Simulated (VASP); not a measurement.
A run of VASP 6.6.1:

File INCAR:

```
SYSTEM = BaS
PREC = Accurate ; ENCUT = 520
EDIFF = 1E-6 ; ISMEAR = 0
SIGMA = 0.02 ; LREAL = .False.
LASPH = .True. ; NELM = 80
ALGO = Normal ; ISIF = 2
LWAVE = .False. ; LCHARG = .True.
GGA = PE ; LELF = .True.
LVHAR = .True. ; NBANDS = 15
```

The input KPOINTS:

```
regular mesh
0
Gamma
  6 6 6
  0 0 0
```

The input POSCAR:

```
BaS
1.0
    0.0000000000      3.5175267269      3.5175267269
    3.5175267269      0.0000000000      3.5175267269
    3.5175267269      3.5175267269      0.0000000000
Ba S
1 1
Direct
    0.0000000000      0.0000000000      0.0000000000
    0.2500000000      0.2500000000      0.2500000000
```

Potentials or basis: VASP PAW PBE potentials, release 64 (Ba_sv, S).

Launch:

```console
$ cat potpaw_PBE.64/Ba_sv/POTCAR potpaw_PBE.64/S/POTCAR > POTCAR
$ mpirun -np 1 vasp_std > vasp.out
```

Hardware: 1 thread of AMD EPYC 7R13 Processor (Zen 3) (shared host).

Estimate the wall time of this run.

Wall time 31 s on 1 thread of AMD EPYC 7R13 Processor (Zen 3), on a shared host, peak memory 0.21 GiB. Counts: scf iterations 14, k points 16.
